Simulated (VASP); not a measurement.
A run of VASP 6.6.1:

The input INCAR:

```
SYSTEM = ZrS2
PREC = Accurate
ENCUT = 500
EDIFF = 1E-7
ISMEAR = -1
SIGMA = 0.01
LREAL = .False.
LASPH = .True.
NELM = 120
ALGO = Normal
ISIF = 3
LWAVE = .False.
LCHARG = .False.
GGA = RE
IVDW = 12
IBRION = 2
NSW = 80
EDIFFG = -0.005
GGA_COMPAT = .False.
NELMIN = 4
```

The input KPOINTS:

```
Automatic mesh
0
Gamma
  12 12 4
  0 0 0
```

The input POSCAR:

```
ZrS2
1.0
    3.6913830000      0.0000000000      0.0000000000
   -1.8456910000      3.1968310000      0.0000000000
    0.0000000000      0.0000000000      6.0410770000
Zr S
1 2
Direct
    0.0000000000      0.0000000000      0.0000000000
    0.6666666667      0.3333333333      0.7620900000
    0.3333333333      0.6666666667      0.2379100000
```

Potentials or basis: VASP PAW PBE potentials, release 64 (Zr_sv, S).

Command:

```console
$ cat potpaw_PBE.64/Zr_sv/POTCAR potpaw_PBE.64/S/POTCAR > POTCAR
$ mpirun -np 1 vasp_std > vasp.out
```

Hardware: 1 thread of Intel(R) Xeon(R) 6975P-C (Granite Rapids), on a shared host.

Task: How long does it take, and how much memory?

Result: Wall time 5.4 min on 1 thread of Intel(R) Xeon(R) 6975P-C (Granite Rapids) (shared host), peak memory 0.25 GiB. Counts: scf iterations 133, k points 69, ion steps 13.
